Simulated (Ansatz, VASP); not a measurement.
# Two plane-wave programs on Sn2Se

```xyz
3
Lattice="5.0051 0.0000 0.0000 -2.5026 4.3346 0.0000 0.0000 0.0000 3.7741" Properties=species:S:1:pos:R:3 pbc="T T T"
Sn    0.0000    2.8897    1.8871
Sn    2.5026    1.4449    1.8871
Se    0.0000    0.0000    0.0000
```

Change from the starting cell: species swapped into the YSi2 type (P6/mmm, No. 191).

Alike in both runs: functional PBE; k mesh 12 × 12 × 12; occupations gaussian, width 0.1 eV; no spin polarisation.

Ansatz relaxed the structure, and its values are those at the end. VASP's run is a single point on that final structure, the one shown.

|  | VASP | Ansatz |
| --- | --- | --- |
| version | VASP 6.6.1 | Ansatz 0.2.0 |
| potentials or method | VASP PAW PBE potentials, release 64 (Sn_d, Se), cutoff 520 eV | scalar-relativistic, plane waves, PAW |
| valence electrons in the cell | 34 | 44 |

```tsv
	VASP	Ansatz	Ansatz less VASP
gap on the k mesh at the Fermi level (eV)	none	none	-
pressure (GPa)	0.0	0.0	+0.03
```

A gap of «none» marks a metal or a gap that the smearing closes. VASP's potentials hold 34 valence electrons a cell and Ansatz's 44, so a difference there can come from the potentials and not from the codes.
